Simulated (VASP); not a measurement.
## GaN: single point with r2SCAN

GaN:

```xyz
2
Lattice="0.0000 2.1408 2.2535 2.1408 0.0000 2.2535 2.1408 2.1408 0.0000" Properties=species:S:1:pos:R:3 pbc="T T T"
Ga    0.0000    0.0000    0.0000
N     3.2112    3.2112    3.3803
```

This cell differs from its parent crystal: strain -0.050 along x and y, +0.000 along z.

```
Program                : VASP 6.6.1
Task                   : single point
Functional             : r2SCAN
Potentials or basis    : VASP PAW PBE potentials, release 64 (Ga_d, N)
Cutoff                 : 520 eV
k mesh                 : 10 × 10 × 10
Occupations            : gaussian, width 0.05 eV
Spin                   : no spin polarisation
Dipole correction      : no
Further INCAR settings : ALGO = Normal; EDIFF = 1e-07; NBANDS = 16
```

```yaml
Pressure: 24.4 GPa
Band_gap_on_the_k_mesh: 2.70 eV
```

Stress tensor (GPa, compression positive):
```
26.74  0.00  0.00
 0.00 26.74  0.00
 0.00  0.00 19.85
```

Levels at points of the mesh, in eV from the valence-band top:
| k point | band 6 | band 7 | band 8 | band 9 | band 10 | band 11 | band 12 | band 13 |
| --- | --- | --- | --- | --- | --- | --- | --- | --- |
| (0.00, 0.00, 0.00) | -13.58 | -0.28 | 0.00 | 0.00 | 2.70 | 11.56 | 11.56 | 11.70 |
| (0.50, 0.00, 0.00) | -12.42 | -7.97 | -1.45 | -1.01 | 5.72 | 9.91 | 11.15 | 11.91 |
| (0.50, 0.50, 0.00) | -12.26 | -7.17 | -2.97 | -2.97 | 4.01 | 8.39 | 12.75 | 16.22 |
| (0.50, 0.00, 0.50) | -11.96 | -6.55 | -3.42 | -3.37 | 3.59 | 7.46 | 13.61 | 15.19 |

Wall time 3.2 min on 1 thread of Intel Xeon 8259CL (shared host), peak memory 0.17 GiB.

Caveat: the cell differs from its parent crystal (strain -0.050 along x and y, +0.000 along z); the stress differs along the axes, from 20 to 27 GPa; the PAW data sets were made with another functional, which shifts forces and pressure a little.
